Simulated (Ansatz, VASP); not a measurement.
# Be: VASP beside Ansatz

POSCAR

```
Be
1.0
    0.0000000000      1.5138396950      1.5138396950
    1.5138396950      0.0000000000      1.5138396950
    1.5138396950      1.5138396950      0.0000000000
Be
1
Direct
    0.0000000000      0.0000000000      0.0000000000
```

File INCAR.step1:

```
SYSTEM = Be
  PREC = Accurate
  ENCUT = 520
  ISMEAR = -1
  SIGMA = 0.1
  LREAL = .FALSE.
  LASPH = .TRUE.
  NELM = 100
  NBANDS = 7
  GGA = PE
  ALGO = Normal
  EDIFF = 1E-4
  LWAVE = .TRUE.
  LCHARG = .FALSE.
```

Contents of INCAR.step2:

```
SYSTEM = Be
  PREC = Accurate
  ENCUT = 520
  EDIFF = 1E-6
  ISMEAR = -1
  SIGMA = 0.1
  LREAL = .FALSE.
  LASPH = .TRUE.
  NELM = 100
  ALGO = Normal
  ISIF = 2
  LWAVE = .FALSE.
  LCHARG = .FALSE.
  METAGGA = R2SCAN
  LMIXTAU = .TRUE.
  NBANDS = 7
  ISTART = 1
```

The input KPOINTS:

```
Automatic mesh
0
G
  19 19 19
  0 0 0
```

Input for Ansatz:

```yaml
crystal:
  lattice:
    - [0.0, 1.513839695, 1.513839695]
    - [1.513839695, 0.0, 1.513839695]
    - [1.513839695, 1.513839695, 0.0]
  atoms:
    - { symbol: Be, position: [0.0, 0.0, 0.0] }
hamiltonian:
  xc: r2scan
  pseudopotentials:
    kind: paw
    azcp:
      Be: "pseudopotentials/Be.paw.azcp"
basis:
  ecutwfc: 500
  fft_grid_basis: typed
kpoints:
  mp_grid: { grid: [19, 19, 19], shift: [0, 0, 0] }
magnetization:
  spin_polarized: false
scf:
  occupations: { method: fermi_dirac, width: 0.1 }
  lower_state_search: "off"
output:
  stress: true
```

Alike in both runs: task single point; functional r2SCAN; k mesh 19 × 19 × 19; occupations fermi-dirac, width 0.1 eV; no spin polarisation.

```csv
,VASP,Ansatz
version,VASP 6.6.1,Ansatz 0.2.0
potentials or method,"VASP PAW PBE potentials, release 64 (Be), cutoff 520 eV","plane waves (500 eV) with PAW, scalar-relativistic"
valence electrons in the cell,2,2
```

Ansatz gave:

- pressure (GPa): 19.2

**Question.** Estimate VASP's values.

**Answer.** Pressure (GPa): 19.5.

VASP's potentials were made for PBE, not for r2SCAN.
